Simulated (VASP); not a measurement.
# Ti (P6_3/mmc) in VASP: further runs, part 2 of 2

VASP 6.6.1. The steps go on from the part before.

### Step 3. Single point, PBEsol (strain -0.080 along x and y, +0.000 along z)

The input, INCAR:

```
ALGO = Fast
EDIFF = 1E-6
ENCUT = 520
GGA = PS
ISIF = 2
ISMEAR = 0
LASPH = T
LCHARG = F
LREAL = F
LWAVE = F
NBANDS = 19
NELM = 80
PREC = Accurate
SIGMA = 0.15
```

The input, KPOINTS:

```
k-points
0
Gamma
  18 18 10
```

The input, POSCAR:

```
Ti
1.0
    2.7139980316      0.0000000000      0.0000000000
   -1.3569990158      2.3503912412      0.0000000000
    0.0000000000      0.0000000000      4.6860000000
Ti
2
Direct
    0.3333333333      0.6666666667      0.2500000000
    0.6666666667      0.3333333333      0.7500000000
```

Potentials or basis: VASP PAW PBE potentials, release 64 (Ti_sv).

Run with:

```bash
$ cat potpaw_PBE.64/Ti_sv/POTCAR > POTCAR
$ mpirun -np 1 vasp_std > vasp.out
```

OUTCAR:

```text
EDIFF = 1E-6
   ENCUT = 520
   GGA = PS
   ISIF = 2
   ISMEAR = 0
   LASPH = T
   LREAL = F
   NELM = 80
   PREC = Accurate

 ion  position               nearest neighbor table
   1  0.333  0.667  0.250-   2 2.82   2 2.82   2 2.82   2 2.82   2 2.82   2 2.82
   2  0.667  0.333  0.750-   1 2.82   1 2.82   1 2.82   1 2.82   1 2.82   1 2.82

  LATTYP: Found a hexagonal cell.
 ALAT       =     2.7139980316
 C/A-ratio  =     1.7266040526

  Lattice vectors:

[... 191 lines left out ...]
      2     -46.2988      2.00000
      3     -23.2716      2.00000
      4     -22.3033      2.00000
      5     -22.2516      2.00000
      6     -22.2516      2.00000
[... 505 lines left out ...]
      6     -22.5739      2.00000
[... 11 lines left out ...]
     18      14.1108      0.00000
     19      15.3285      0.00000

 [... further k-points ...]
[... 5 lines left out ...]
  --------------------------------------------------------------------------------------
  -------------------------------------------------------------------------------------
  Total        3.4050748      3.4050748      1.6375195      0.0000000      0.0000000     -0.0000000
  in kB      182.5094147    182.5094147     87.7697949      0.0000000      0.0000000     -0.0000000
  external PRESSURE =     150.9295415 kB  Pullay stress =       0.0000000 kB

 VOLUME and BASIS-vectors are now :
 -----------------------------------------------------------------------------
  energy-cutoff  :      520.00
  volume of cell :       29.89
      direct lattice vectors                 reciprocal lattice vectors
     2.713998032  0.000000000  0.000000000     0.368460105  0.212730541  0.000000000
    -1.356999016  2.350391241  0.000000000     0.000000000  0.425461082  0.000000000
     0.000000000  0.000000000  4.686000000     0.000000000  0.000000000  0.213401622

 POSITION                                       TOTAL-FORCE (eV/Angst)
 -----------------------------------------------------------------------------------
     -0.00000      1.56693      1.17150        -0.000000     -0.000000      0.000000
      1.35700      0.78346      3.51450         0.000000      0.000000      0.000000
 -----------------------------------------------------------------------------------
    total drift:                               -0.000000      0.000000     -0.000000

  FREE ENERGIE OF THE ION-ELECTRON SYSTEM (eV)
  ---------------------------------------------------
  free  energy   TOTEN  =       -16.4782818577 eV

  energy  without entropy=      -16.4555100366  energy(sigma->0) =      -16.46689595
```

stdout:

```text
POSCAR found type information on POSCAR Ti
 POSCAR found :  1 types and       2 ions
 scaLAPACK will be used
 -----------------------------------------------------------------------------
|                                                                             |
|                                                                             |
|     You enforced a specific xc type in the INCAR file but a different       |
|     I HOPE YOU KNOW WHAT YOU ARE DOING!                                     |
|                                                                             |
 -----------------------------------------------------------------------------

 LDA part: xc-table for (Slater+PW92), standard interpolation
 POSCAR, INCAR and KPOINTS ok, starting setup
 FFT: planning ... GRIDC
 FFT: planning ... GRID_SOFT
 FFT: planning ... GRID
 WAVECAR not read
 entering main loop
WARNING in EDDRMM: call to ZHEGV failed, returncode =   8  4     13
WARNING in EDDRMM: call to ZHEGV failed, returncode =   6  3      3
WARNING in EDDRMM: call to ZHEGV failed, returncode =   8  4      4
WARNING in EDDRMM: call to ZHEGV failed, returncode =   8  4      5
WARNING in EDDRMM: call to ZHEGV failed, returncode =   6  3     18
WARNING in EDDRMM: call to ZHEGV failed, returncode =   6  3      4
```

It took 3.4 min on 1 thread of Intel Xeon Platinum 8488C (Sapphire Rapids), shared host; peak memory 0.22 GiB.

What came out:

```
Free energy            : -16.4783 eV
Pressure               : 15.1 GPa
Band gap on the k mesh : zero (band 12 reaches 10.32 eV, above the bottom of band 13 at 9.52 eV)
```

Caveat: the cell differs from its parent crystal (strain -0.080 along x and y, +0.000 along z); the PAW data sets were made with another functional, which shifts forces and pressure a little.

### Step 4. Single point, PBEsol (strain -0.040 along x and y, -0.080 along z)

The input, INCAR:

```
SYSTEM = Ti
ALGO = Normal ; EDIFF = 1E-7
ENCUT = 520 ; GGA = PS
ISIF = 2 ; ISMEAR = 0
LASPH = .TRUE. ; LCHARG = .FALSE.
LREAL = .FALSE. ; LWAVE = .FALSE.
NBANDS = 19 ; NELM = 100
PREC = Accurate ; SIGMA = 0.15
```

The input, KPOINTS:

```
k-points
0
G
  18 18 10
  0 0 0
```

The input, POSCAR:

```
Ti
1.0
    2.8319979460      0.0000000000      0.0000000000
   -1.4159989730      2.4525821647      0.0000000000
    0.0000000000      0.0000000000      4.3111200000
Ti
2
Direct
    0.3333333333      0.6666666667      0.2500000000
    0.6666666667      0.3333333333      0.7500000000
```

Run with:

```bash
$ cat potpaw_PBE.64/Ti_sv/POTCAR > POTCAR
$ mpirun -np 1 vasp_std > vasp.out
```

It took 57 s on 1 thread of Intel Xeon Platinum 8488C (Sapphire Rapids), shared host; peak memory 0.23 GiB.

It converged, with:

| Quantity | Value |
| --- | --- |
| Free energy | -16.5210 eV |
| Pressure | 15.7 GPa |
| Band gap on the k mesh | zero (band 12 reaches 10.77 eV, above the bottom of band 13 at 9.60 eV) |

Stress tensor (GPa, compression positive):
```
13.80  0.00  0.00
 0.00 13.80  0.00
 0.00  0.00 19.44
```

Levels at points of the mesh, in eV from the Fermi level:
```csv
k point,band 10,band 11,band 12,band 13,band 14,band 15
"(0.00, 0.00, 0.00)",-3.12,0.76,0.76,1.28,1.47,1.47
"(0.50, 0.00, 0.00)",-2.59,-2.22,-0.58,0.24,0.95,1.58
"(0.00, 0.00, 0.50)",-4.37,0.27,0.27,0.57,0.57,0.57
"(0.50, 0.00, 0.50)",-2.98,-0.93,-0.93,1.77,1.77,1.87
```

Caveat: the cell differs from its parent crystal (strain -0.040 along x and y, -0.080 along z); the PAW data sets were made with another functional, which shifts forces and pressure a little.

### Step 5. The runs side by side

```csv
cell,gap on the mesh (eV),pressure (GPa)
"a = 2.714, b = 2.714, c = 4.499 Å, angles 90.0, 90.0, 120.0°, 2 atoms",none,22.8
"a = 2.714, b = 2.714, c = 4.686 Å, angles 90.0, 90.0, 120.0°, 2 atoms",none,15.1
"a = 2.832, b = 2.832, c = 4.311 Å, angles 90.0, 90.0, 120.0°, 2 atoms",none,15.7
```

Alike in all rows: task single point; level PBEsol; potentials or basis VASP PAW PBE potentials, release 64 (Ti_sv); no spin polarisation; k mesh 18 × 18 × 10; cutoff (eV) 520; smearing gaussian 0.15 eV.

Caveats: the PAW data sets were made with another functional, which shifts forces and pressure a little.

Total energies depend on the potentials used, so only differences within one code and one set of settings carry meaning.
